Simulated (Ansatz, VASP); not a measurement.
**One calculation of HfZrS3, two programs**

File INCAR:

```
SYSTEM = HfZrS3
ALGO     = Normal         ! electronic algorithm
EDIFF    = 1E-6           ! SCF threshold, eV
EDIFFG   = -0.04          ! ionic threshold
ENCUT    = 600            ! plane-wave cutoff, eV
GGA      = PE             ! functional
IBRION   = 2              ! ionic algorithm
ISIF     = 3              ! what is computed and relaxed
ISMEAR   = 0              ! smearing method
LASPH    = .TRUE.         ! aspherical terms in the spheres
LCHARG   = .FALSE.        ! write CHGCAR
LREAL    = .FALSE.        ! projectors in reciprocal space
LWAVE    = .FALSE.        ! write WAVECAR
NELM     = 100            ! most SCF steps
NSW      = 90             ! ionic steps
PREC     = Accurate       ! precision mode
SIGMA    = 0.1            ! smearing width, eV
```

The input KPOINTS:

```
k-points
0
G
  4 4 4
  0 0 0
```

Contents of POSCAR:

```
HfZrS3
1.0
    3.9159786400      0.0000000000      0.0000000000
    0.0000000000      3.9159786400      0.0000000000
    0.0000000000      0.0000000000      6.6692633200
Zr Hf S
1 1 3
Direct
    0.0000000000      0.0000000000      0.5384038300
    0.0000000000      0.0000000000      0.1192588600
    0.5000000000      0.0000000000      0.2737279400
    0.0000000000      0.5000000000      0.2737279400
    0.5000000000      0.5000000000      0.4421051600
```

Input for Ansatz:

```yaml
crystal:
  lattice:
    - [3.91597864, 0.0, 0.0]
    - [0.0, 3.91597864, 0.0]
    - [0.0, 0.0, 6.66926332]
  atoms:
    - { symbol: Zr, position: [0.0, 0.0, 0.53840383] }
    - { symbol: Hf, position: [0.0, 0.0, 0.11925886] }
    - { symbol: S, position: [0.5, 0.0, 0.27372794] }
    - { symbol: S, position: [0.0, 0.5, 0.27372794] }
    - { symbol: S, position: [0.5, 0.5, 0.44210516] }
basis:
  ecutwfc: 420
kpoints:
  mp_grid: { grid: [4, 4, 4] }
hamiltonian:
  xc: pbe
scf:
  occupations: { method: gaussian, width: 0.1 }
  lower_state_search: "off"
output:
  forces: true
  stress: true
  eigenvalues: true
relax:
  adjacent_minimum: "off"
  f_tol: 0.04
  max_steps: 70
  cell: { stress_tol: 0.4 }
```

Alike in both runs: task relaxation of cell and atoms; functional PBE; k mesh 4 × 4 × 4; occupations gaussian, width 0.1 eV; no spin polarisation.

```csv
,VASP,Ansatz
version,VASP 6.6.1,Ansatz 0.2.0
potentials or method,"VASP PAW PBE potentials, release 64 (Zr_sv, Hf_pv, S), cutoff 600 eV","scalar-relativistic, plane waves, PAW"
valence electrons in the cell,40,56
```

Ansatz gave:

```
gap on the k mesh at the Fermi level, each at its own relaxed structure (eV)  : none
relaxed volume (Å³/atom)                                                      : 20.68
relaxed length of the cell vector where the two differ most in proportion (Å) : 6.062
```

Task: What did VASP give for the same quantities?

Result: gap on the k mesh at the Fermi level, each at its own relaxed structure (eV): none; relaxed volume (Å³/atom): 20.63; relaxed length of the cell vector where the two differ most in proportion (Å): 6.055.

A gap of «none» marks a metal or a gap that the smearing closes. VASP's potentials hold 40 valence electrons a cell and Ansatz's 56, so a difference there can come from the potentials and not from the codes.

The k mesh is coarse, so the values compare programs but aren't converged. Spin-orbit coupling is off throughout.
